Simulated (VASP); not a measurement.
Write the native input for VASP 6.6.1 that does the following.

```
Task                   : single point
Functional             : PBEsol
Potentials or basis    : VASP PAW PBE potentials, release 64 (Zn, O)
Cutoff                 : 520 eV
k mesh                 : 6 × 6 × 4
Occupations            : gaussian, width 0.01 eV
Spin                   : no spin polarisation
Dipole correction      : no
Further INCAR settings : ALGO = Normal; EDIFF = 1e-07; NBANDS = 26
```

The structure of ZnO (zincite) lies in POSCAR:

```
ZnO
1.0
    3.2493080000      0.0000000000      0.0000000000
   -1.6246540000      2.8139830000      0.0000000000
    0.0000000000      0.0000000000      5.2057090000
Zn O
2 2
Direct
    0.3333333333      0.6666666667      0.5000000000
    0.6666666667      0.3333333333      0.0000000000
    0.6666666667      0.3333333333      0.3790100000
    0.3333333333      0.6666666667      0.8790100000
```

One way to write it, as run:

INCAR

```
PREC = Accurate
ENCUT = 520
EDIFF = 1E-7
ISMEAR = 0
SIGMA = 0.01
LREAL = False
LASPH = True
NELM = 60
ALGO = Normal
ISIF = 2
LWAVE = False
LCHARG = False
GGA = PS
NBANDS = 26
```

KPOINTS

```
regular mesh
0
Gamma
  6 6 4
```

Potentials or basis: VASP PAW PBE potentials, release 64 (Zn, O).

The run is started by

```bash
$ cat potpaw_PBE.64/Zn/POTCAR potpaw_PBE.64/O/POTCAR > POTCAR
$ mpirun -np 1 vasp_std > vasp.out
```

It gave:

- Pressure: -0.5 GPa
- Largest force: 0.065 eV/Å
- Band gap on the k mesh: 0.68 eV, direct

Caveat: the PAW data sets were made with another functional, which shifts forces and pressure a little.

It took 30 s on 1 thread of Intel Xeon 8259CL (shared host), peak memory 0.16 GiB.
